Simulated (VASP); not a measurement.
Wanted: the native input for a VASP 6.6.1 run.

```yaml
Task: single point
Functional: PBE
Potentials_or_basis: VASP PAW PBE potentials, release 64 (Co, O)
Cutoff: 520 eV
k_mesh: 12 × 12 × 3
Occupations: gaussian, width 0.05 eV
Spin: collinear spin, antiferromagnetic start
Starting_moments: "[3.0, 3.0, -3.0, -3.0, 0.0, 0.0, 0.0, 0.0] μB"
Hubbard_terms: Co d U = 3.3 eV
Dipole_correction: no
Further_INCAR_settings: ALGO = Normal; EDIFF = 1e-06; NBANDS = 44
```

The structure of CoO lies in POSCAR:

```
CoO
1.0
    2.9815252878      0.0000000000      0.0000000000
   -1.4907626439      2.5820766413      0.0000000000
    0.0000000000      0.0000000000     10.4219018018
Co O
4 4
Direct
    0.0000000000      0.0000000000      0.0000000000
    0.0000000000      0.0000000000      0.2500000000
    0.0000000000      0.0000000000      0.5000000000
    0.0000000000      0.0000000000      0.7500000000
    0.3333333333      0.6666666667      0.1250000793
    0.6666666667      0.3333333333      0.3749999206
    0.3333333333      0.6666666667      0.6250000794
    0.6666666667      0.3333333333      0.8749999206
```

These files were run (other wordings do the same):

INCAR

```
PREC = Accurate
ENCUT = 520
EDIFF = 1E-6
ISMEAR = 0
SIGMA = 0.05
LREAL = False
LASPH = True
NELM = 150
ALGO = Normal
ISIF = 2
LWAVE = False
LCHARG = False
ISPIN = 2
MAGMOM = 3 3 -3 -3 0 0 0 0
LORBIT = 11
LMAXMIX = 4
LDAU = True
LDAUTYPE = 2
LDAUL = 2 -1
LDAUU = 3.3 0
LDAUJ = 0 0
LDAUPRINT = 1
GGA = PE
NBANDS = 44
```

KPOINTS

```
Automatic mesh
0
Gamma
  12 12 3
```

Potentials or basis: VASP PAW PBE potentials, release 64 (Co, O).

The run is started by

```bash
$ cat potpaw_PBE.64/Co/POTCAR potpaw_PBE.64/O/POTCAR > POTCAR
$ mpirun -np 1 vasp_std > vasp.out
```

Results of the run:

```
Pressure                                              : -2.1 GPa
Largest force                                         : 0.230 eV/Å
Band gap on the k mesh                                : 1.20 eV
Net moment                                            : 0.00 μB per cell
Site moments                                          : Co +2.67, -2.67; O +0.21, +0.00, -0.21 μB
Valence electrons inside the program's atomic spheres : Co 7.80; O 4.98, 4.97
```

Wall time 7.8 min on 1 thread of Intel Xeon 6975P-C, on a shared host, peak memory 0.36 GiB.
